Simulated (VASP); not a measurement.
# Sr (Im-3m) in VASP: a series of runs

Aim: see how the results for Sr move with the level of theory and the settings. Levels: LDA, PBEsol. Tasks: single point.

All numbers are computed with VASP 6.6.1; they aren't measurements. Logs are shortened: lines on timing, memory, paths and dates and some standing lists are left out, and cuts for length are marked.

## Step 1: The cell of the first run

Symmetry: Im-3m, No. 229, cubic system. Conventional cell: a = 4.850 Å, b = 4.850 Å, c = 4.850 Å, α = 90.00°, β = 90.00°, γ = 90.00°. Within 5.5 Å of Sr (site symmetry m-3m) lie 14 Sr at 4.20 to 4.85 Å.

This isn't the form of Sr at room conditions, which is fcc.

## Step 2: Single point, LDA

Input file INCAR:

```
PREC = Accurate
ENCUT = 520
EDIFF = 1E-7
ISMEAR = -1
SIGMA = 0.05
LREAL = False
LASPH = True
NELM = 100
ALGO = Normal
ISIF = 2
LWAVE = False
LCHARG = True
LELF = True
LVHAR = True
NBANDS = 11
```

Input file KPOINTS:

```
regular mesh
0
Gamma
  12 12 12
```

Input file POSCAR:

```
Sr
1.0
   -2.4250000000      2.4250000000      2.4250000000
    2.4250000000     -2.4250000000      2.4250000000
    2.4250000000      2.4250000000     -2.4250000000
Sr
1
Direct
    0.0000000000      0.0000000000      0.0000000000
```

Potentials or basis: VASP PAW LDA potentials, release 64 (Sr_sv).

On the command line:

```console
$ cat potpaw_LDA.64/Sr_sv/POTCAR > POTCAR
$ mpirun -np 1 vasp_std > vasp.out
```

OUTCAR:

```text
PREC = Accurate
   ENCUT = 520
   EDIFF = 1E-7
   ISMEAR = -1
   LREAL = False
   LASPH = True
   NELM = 100
   ISIF = 2

 ion  position               nearest neighbor table
   1  0.000  0.000  0.000-

  LATTYP: Found a body centered cubic cell.
 ALAT       =     4.8500000000

  Lattice vectors:

 A1 = (  -2.4250000000,   2.4250000000,   2.4250000000)
 A2 = (   2.4250000000,  -2.4250000000,   2.4250000000)
 A3 = (   2.4250000000,   2.4250000000,  -2.4250000000)

Analysis of symmetry for initial positions (statically):
=====================================================================
 Subroutine PRICEL returns:
 Original cell was already a primitive cell.

 Routine SETGRP: Setting up the symmetry group for a
 body centered cubic supercell.

 Subroutine GETGRP returns: Found 48 space group operations
 (whereof 48 operations were pure point group operations)
 out of a pool of 48 trial point group operations.

The static configuration has the point symmetry O_h .

Analysis of symmetry for dynamics (positions and initial velocities):
=====================================================================
 Subroutine PRICEL returns:
 Original cell was already a primitive cell.

 Routine SETGRP: Setting up the symmetry group for a
 body centered cubic supercell.

 Subroutine GETGRP returns: Found 48 space group operations
 (whereof 48 operations were pure point group operations)
 out of a pool of 48 trial point group operations.

The dynamic configuration has the point symmetry O_h .

 Subroutine INISYM returns: Found 48 space group operations
 (whereof 48 operations are pure point group operations),
 and found     1 'primitive' translations

----------------------------------------------------------------------------------------

                                     Primitive cell

  volume of cell :      57.0421

  direct lattice vectors                    reciprocal lattice vectors
    -2.425000000  2.425000000  2.425000000     0.000000000  0.206185567  0.206185567
     2.425000000 -2.425000000  2.425000000     0.206185567  0.000000000  0.206185567
     2.425000000  2.425000000 -2.425000000     0.206185567  0.206185567  0.000000000

  length of vectors
[... 80 lines left out ...]
   EDIFF  = 0.1E-06   stopping-criterion for ELM
   LREAL  =      F    real-space projection
   EDIFFG = 0.1E-05   stopping-criterion for IOM
   NSW    =      0    number of steps for IOM
   IBRION =     -1    ionic relax: 0-MD 1-quasi-New 2-CG
   NFREE  =      0    steps in history (QN), initial steepest desc. (CG)
   ISIF   =      2    stress and relaxation
   ISYM   =      2    0-nonsym 1-usesym 2-fastsym
   POTIM  = 0.5000    time-step for ionic-motion
   TEBEG  =    0.0;   TEEND  =   0.0 temperature during run
   PSTRESS=    0.0 pullay stress
   NELECT =      10.0000    total number of electrons
   NUPDOWN=      -1.0000    fix difference up-down
   EMIN   =  10.00;   EMAX   =-10.00  energy-range for DOS
   EFERMI =   0.00;   METHOD = LEGACY
   ISMEAR =    -1;   SIGMA  =   0.05  broadening in eV -4-tet -1-fermi 0-gaus
   EFERMI_NEDOS =   21; number of points for ismear=-14 and -15
   IALGO  =     38    algorithm
   IMIX   =      4    mixing-type and parameters
     AMIX     =   0.40;   BMIX     =  1.00
     AMIX_MAG =   1.60;   BMIX_MAG =  1.00
  volume/ion in A,a.u.               =      57.04       384.94
  Fermi-wavevector in a.u.,A,eV,Ry     =   0.916241  1.731445 11.422060  0.839498
  Thomas-Fermi vector in A             =   2.041074
   LORBIT       =      0    0 simple, 1 ext, 2 COOP (PROOUT), +10 PAW based schemes
   GGA     = CA    functional components
   LHFCALC =     F    Hartree Fock is set to
   AEXX    =    0.0000 exact exchange contribution
   IVDW    =     0    specifies the selected vdW correction
   LEPSILON=     F    determine dielectric tensor
   LRPA    =     F    only Hartree local field effects (RPA)
 non-spin polarized calculation
  energy-cutoff  :      520.00
  volume of cell :       57.04
 maximum number of plane-waves:      1566
   NGX = 15   NGY = 15   NGZ = 15

 number of electron      10.0000000 magnetization

 Free energy of the ion-electron system (eV)
  ---------------------------------------------------
  ext. energy  EPLUGINS =         0.00000000
  ---------------------------------------------------
  free energy    TOTEN  =        -1.84206359 eV

  energy without entropy =       -1.83141864  energy(sigma->0) =       -1.83674111

 E-fermi :   1.3202     XC(G=0):  -7.4423

 val. band max:        1.3085976380   @ k =   0.5000   0.5000   0.3333
 cond. band min:       1.3268840017   @ k =  -0.4167  -0.4167   0.1667
 fundamental gap:      0.0182863637
 Fermi energy:         1.3202353575

 k-point     1 :       0.0000    0.0000    0.0000
  band No.  band energies     occupation
      1     -35.2304      2.00000
      2     -17.2175      2.00000
      3     -17.2175      2.00000
      4     -17.2175      2.00000
      5      -2.3001      2.00000
      6       3.5121      0.00000
      7       3.5121      0.00000
      8       3.5121      0.00000
      9       4.8153      0.00000
     10       4.8153      0.00000
     11       9.3074      0.00000
[... 309 lines left out ...]
 k-point    24 :       0.4167    0.0833    0.0833
  band No.  band energies     occupation
      1     -35.2170      2.00000
      2     -17.3838      2.00000
      3     -17.2846      2.00000
      4     -17.2289      2.00000
      5       0.5161      2.00000
      6       1.5203      0.03594
      7       2.2493      0.00000
      8       4.6807      0.00000
      9       5.2746      0.00000
     10       6.1178      0.00000
     11       6.6014      0.00000

 [... further k-points ...]

------------------------ aborting loop because EDIFF is reached ----------------------------------------

  FORCE on cell =-STRESS in cart. coord.  units (eV):
  Direction    XX          YY          ZZ          XY          YZ          ZX
  --------------------------------------------------------------------------------------
  -------------------------------------------------------------------------------------
  Total       -0.6560671     -0.6560671     -0.6560671     -0.0000000     -0.0000000      0.0000000
  in kB      -18.4273814    -18.4273814    -18.4273814     -0.0000000     -0.0000000      0.0000000
  external PRESSURE =     -18.4273814 kB  Pullay stress =       0.0000000 kB

 VOLUME and BASIS-vectors are now :
 -----------------------------------------------------------------------------
  energy-cutoff  :      520.00
  volume of cell :       57.04
      direct lattice vectors                 reciprocal lattice vectors
    -2.425000000  2.425000000  2.425000000     0.000000000  0.206185567  0.206185567
     2.425000000 -2.425000000  2.425000000     0.206185567  0.000000000  0.206185567
     2.425000000  2.425000000 -2.425000000     0.206185567  0.206185567  0.000000000

 POSITION                                       TOTAL-FORCE (eV/Angst)
 -----------------------------------------------------------------------------------
      0.00000      0.00000      0.00000        -0.000000     -0.000000      0.000000
 -----------------------------------------------------------------------------------
    total drift:                               -0.000000      0.000000     -0.000000

  FREE ENERGIE OF THE ION-ELECTRON SYSTEM (eV)
  ---------------------------------------------------
  free  energy   TOTEN  =        -1.8420635884 eV

  energy  without entropy=       -1.8314186394  energy(sigma->0) =       -1.83674111
```

It took 28 s on 1 thread of Intel Xeon Platinum 8488C (Sapphire Rapids), shared host; peak memory 0.17 GiB.

What came out:

- Free energy: -1.8421 eV
- Pressure: -1.8 GPa
- Band gap on the k mesh: zero (bands 5 and 6 overlap by 0.44 eV)

Levels at points of the mesh, in eV from the Fermi level:
```tsv
k point	band 3	band 4	band 5	band 6	band 7	band 8
(0.00, 0.00, 0.00)	-18.54	-18.54	-3.62	2.19	2.19	2.19
(0.50, 0.00, 0.00)	-18.60	-18.54	-1.04	0.22	1.11	3.27
(0.50, 0.50, 0.50)	-18.67	-18.67	-0.13	-0.13	3.46	3.46
```

## Step 3: Single point, PBEsol

Input file INCAR:

```
PREC = Accurate
ENCUT = 520
EDIFF = 1E-6
ISMEAR = -1
SIGMA = 0.05
LREAL = False
LASPH = True
NELM = 80
ALGO = Normal
ISIF = 2
LWAVE = False
LCHARG = True
GGA = PS
LELF = True
LVHAR = True
NBANDS = 11
```

Input file KPOINTS:

```
Automatic mesh
0
Gamma
  12 12 12
```

POSCAR is that of step 2.

Potentials or basis: VASP PAW PBE potentials, release 64 (Sr_sv).

On the command line:

```console
$ cat potpaw_PBE.64/Sr_sv/POTCAR > POTCAR
$ mpirun -np 1 vasp_std > vasp.out
```

OUTCAR:

```text
PREC = Accurate
   ENCUT = 520
   EDIFF = 1E-6
   ISMEAR = -1
   LREAL = False
   LASPH = True
   NELM = 80
   ISIF = 2
   GGA = PS

 ion  position               nearest neighbor table
   1  0.000  0.000  0.000-

  LATTYP: Found a body centered cubic cell.
 ALAT       =     4.8500000000

  Lattice vectors:

 A1 = (  -2.4250000000,   2.4250000000,   2.4250000000)
 A2 = (   2.4250000000,  -2.4250000000,   2.4250000000)
 A3 = (   2.4250000000,   2.4250000000,  -2.4250000000)

Analysis of symmetry for initial positions (statically):
=====================================================================
 Subroutine PRICEL returns:
 Original cell was already a primitive cell.

 Routine SETGRP: Setting up the symmetry group for a
 body centered cubic supercell.

 Subroutine GETGRP returns: Found 48 space group operations
 (whereof 48 operations were pure point group operations)
 out of a pool of 48 trial point group operations.

The static configuration has the point symmetry O_h .

Analysis of symmetry for dynamics (positions and initial velocities):
=====================================================================
 Subroutine PRICEL returns:
 Original cell was already a primitive cell.

 Routine SETGRP: Setting up the symmetry group for a
 body centered cubic supercell.

 Subroutine GETGRP returns: Found 48 space group operations
 (whereof 48 operations were pure point group operations)
 out of a pool of 48 trial point group operations.

The dynamic configuration has the point symmetry O_h .

 Subroutine INISYM returns: Found 48 space group operations
 (whereof 48 operations are pure point group operations),
 and found     1 'primitive' translations

----------------------------------------------------------------------------------------

                                     Primitive cell

  volume of cell :      57.0421

  direct lattice vectors                    reciprocal lattice vectors
    -2.425000000  2.425000000  2.425000000     0.000000000  0.206185567  0.206185567
     2.425000000 -2.425000000  2.425000000     0.206185567  0.000000000  0.206185567
     2.425000000  2.425000000 -2.425000000     0.206185567  0.206185567  0.000000000

  length of vectors
     4.200223208  4.200223208  4.200223208     0.291590425  0.291590425  0.291590425

  position of ions in fractional coordinates (direct lattice)
     0.000000000  0.000000000  0.000000000

  ion indices of the primitive-cell ions
   primitive index   ion index
                 1           1

----------------------------------------------------------------------------------------

 KPOINTS: Automatic mesh

Automatic generation of k-mesh.
 Grid dimensions read from file:
 generate k-points for:   12   12   12

 Generating k-lattice:

  Cartesian coordinates                     Fractional coordinates (reciprocal lattice)
     0.000000000  0.017182131  0.017182131     0.083333333  0.000000000  0.000000000
     0.017182131  0.000000000  0.017182131     0.000000000  0.083333333  0.000000000
     0.017182131  0.017182131  0.000000000     0.000000000  0.000000000  0.083333333

  Length of vectors
     0.024299202  0.024299202  0.024299202

  Shift w.r.t. Gamma in fractional coordinates (k-lattice)
     0.000000000  0.000000000  0.000000000

 Subroutine IBZKPT returns following result:
 ===========================================

 Found     72 irreducible k-points:

 Following reciprocal coordinates:
            Coordinates               Weight
  0.000000  0.000000  0.000000      1.000000
  0.083333  0.000000  0.000000     12.000000
  0.166667  0.000000  0.000000     12.000000
  0.250000  0.000000  0.000000     12.000000
  0.333333  0.000000  0.000000     12.000000
  0.416667  0.000000  0.000000     12.000000
[... 16 lines left out ...]
  0.333333  0.083333  0.083333     24.000000
  0.416667  0.083333  0.083333     12.000000
 [... further k-points ...]
   k-points           NKPTS =     72   k-points in BZ     NKDIM =     72   number of bands    NBANDS=     11
   number of dos      NEDOS =    301   number of ions     NIONS =      1
   total plane-waves  NPLWV =  32768
   dimension x,y,z NGX =    32 NGY =   32 NGZ =   32
   dimension x,y,z NGXF=    64 NGYF=   64 NGZF=   64
   ions per type =               1
   NGX,Y,Z   is equivalent  to a cutoff of  12.67, 12.67, 12.67 a.u.
   NGXF,Y,Z  is equivalent  to a cutoff of  25.33, 25.33, 25.33 a.u.
 SYSTEM =  unknown system
   PREC   = accura    normal or accurate (medium, high low for compatibility)
   ISTART =      0    job   : 0-new  1-cont  2-samecut
   ICHARG =      2    charge: 1-file 2-atom 10-const
   ISPIN  =      1    spin polarized calculation?
   LNONCOLLINEAR =      F non collinear calculations
   LSORBIT =      F    spin-orbit coupling
   LASPH  =      T    aspherical Exc in radial PAW
   ENCUT  =  520.0 eV  38.22 Ry    6.18 a.u.   7.81  7.81  7.81*2*pi/ulx,y,z
   NELM   =     80;   NELMIN=  2; NELMDL= -5     # of ELM steps
   EDIFF  = 0.1E-05   stopping-criterion for ELM
   LREAL  =      F    real-space projection
   EDIFFG = 0.1E-04   stopping-criterion for IOM
   NSW    =      0    number of steps for IOM
   IBRION =     -1    ionic relax: 0-MD 1-quasi-New 2-CG
   NFREE  =      0    steps in history (QN), initial steepest desc. (CG)
   ISIF   =      2    stress and relaxation
   ISYM   =      2    0-nonsym 1-usesym 2-fastsym
   POTIM  = 0.5000    time-step for ionic-motion
   TEBEG  =    0.0;   TEEND  =   0.0 temperature during run
   PSTRESS=    0.0 pullay stress
   NELECT =      10.0000    total number of electrons
   NUPDOWN=      -1.0000    fix difference up-down
   EMIN   =  10.00;   EMAX   =-10.00  energy-range for DOS
   EFERMI =   0.00;   METHOD = LEGACY
   ISMEAR =    -1;   SIGMA  =   0.05  broadening in eV -4-tet -1-fermi 0-gaus
   EFERMI_NEDOS =   21; number of points for ismear=-14 and -15
   IALGO  =     38    algorithm
   IMIX   =      4    mixing-type and parameters
     AMIX     =   0.40;   BMIX     =  1.00
     AMIX_MAG =   1.60;   BMIX_MAG =  1.00
  volume/ion in A,a.u.               =      57.04       384.94
  Fermi-wavevector in a.u.,A,eV,Ry     =   0.916241  1.731445 11.422060  0.839498
  Thomas-Fermi vector in A             =   2.041074
   LORBIT       =      0    0 simple, 1 ext, 2 COOP (PROOUT), +10 PAW based schemes
   GGA     = PS    functional components
   LHFCALC =     F    Hartree Fock is set to
   AEXX    =    0.0000 exact exchange contribution
   IVDW    =     0    specifies the selected vdW correction
   LEPSILON=     F    determine dielectric tensor
   LRPA    =     F    only Hartree local field effects (RPA)
 non-spin polarized calculation
  energy-cutoff  :      520.00
  volume of cell :       57.04
 maximum number of plane-waves:      1566
   NGX = 15   NGY = 15   NGZ = 15

 number of electron      10.0000000 magnetization

 Free energy of the ion-electron system (eV)
  ---------------------------------------------------
  ext. energy  EPLUGINS =         0.00000000
  ---------------------------------------------------
  free energy    TOTEN  =        -1.81819854 eV

  energy without entropy =       -1.80647175  energy(sigma->0) =       -1.81233515

 E-fermi :   1.3994     XC(G=0):  -7.3176

 val. band max:        1.3812204880   @ k =   0.2500   0.2500   0.1667
 cond. band min:       1.4014999995   @ k =   0.5000   0.5000   0.3333
 fundamental gap:      0.0202795115
 Fermi energy:         1.3994169013

 k-point     1 :       0.0000    0.0000    0.0000
  band No.  band energies     occupation
      1     -35.2325      2.00000
      2     -17.1377      2.00000
      3     -17.1377      2.00000
      4     -17.1377      2.00000
      5      -2.2201      2.00000
      6       3.6925      0.00000
      7       3.6925      0.00000
      8       3.6925      0.00000
      9       4.9891      0.00000
     10       4.9891      0.00000
     11       9.3294      0.00000
[... 309 lines left out ...]
 k-point    24 :       0.4167    0.0833    0.0833
  band No.  band energies     occupation
      1     -35.2194      2.00000
      2     -17.3015      2.00000
      3     -17.2037      2.00000
      4     -17.1489      2.00000
      5       0.6223      2.00000
      6       1.5528      0.08896
      7       2.3849      0.00000
      8       4.8695      0.00000
      9       5.4711      0.00000
     10       6.3178      0.00000
     11       6.7952      0.00000

 [... further k-points ...]

------------------------ aborting loop because EDIFF is reached ----------------------------------------

  FORCE on cell =-STRESS in cart. coord.  units (eV):
  Direction    XX          YY          ZZ          XY          YZ          ZX
  --------------------------------------------------------------------------------------
  -------------------------------------------------------------------------------------
  Total       -0.4041730     -0.4041730     -0.4041730      0.0000000     -0.0000000      0.0000000
  in kB      -11.3522699    -11.3522699    -11.3522699      0.0000000     -0.0000000      0.0000000
  external PRESSURE =     -11.3522699 kB  Pullay stress =       0.0000000 kB

 VOLUME and BASIS-vectors are now :
 -----------------------------------------------------------------------------
  energy-cutoff  :      520.00
  volume of cell :       57.04
      direct lattice vectors                 reciprocal lattice vectors
    -2.425000000  2.425000000  2.425000000     0.000000000  0.206185567  0.206185567
     2.425000000 -2.425000000  2.425000000     0.206185567  0.000000000  0.206185567
     2.425000000  2.425000000 -2.425000000     0.206185567  0.206185567  0.000000000

 POSITION                                       TOTAL-FORCE (eV/Angst)
 -----------------------------------------------------------------------------------
      0.00000      0.00000      0.00000         0.000000      0.000000      0.000000
 -----------------------------------------------------------------------------------
    total drift:                                0.000000      0.000000      0.000000

  FREE ENERGIE OF THE ION-ELECTRON SYSTEM (eV)
  ---------------------------------------------------
  free  energy   TOTEN  =        -1.8181985373 eV

  energy  without entropy=       -1.8064717527  energy(sigma->0) =       -1.81233515
```

It took 21 s on 1 thread of Intel Xeon Platinum 8488C (Sapphire Rapids), shared host; peak memory 0.2 GiB.

What came out:

* Free energy: -1.8182 eV
* Pressure: -1.1 GPa
* Band gap on the k mesh: zero (bands 5 and 6 overlap by 0.42 eV)

Levels at points of the mesh, in eV from the Fermi level:
```
           k point  band 1  band 2  band 3  band 4  band 5  band 6  band 7  band 8  band 9  band 10
(0.00, 0.00, 0.00)  -36.63  -18.54  -18.54  -18.54   -3.62    2.29    2.29    2.29    3.59     3.59
(0.50, 0.00, 0.00)  -36.62  -18.71  -18.60  -18.54   -1.02    0.16    1.18    3.38    4.05     5.22
(0.50, 0.50, 0.50)  -36.61  -18.66  -18.66  -18.66   -0.11   -0.11    3.44    3.44    3.44     4.84
```

Caveat: the PAW data sets were made with another functional, which shifts forces and pressure a little.

The gap in the log of VASP goes by the Fermi energy; the results here count the filled bands.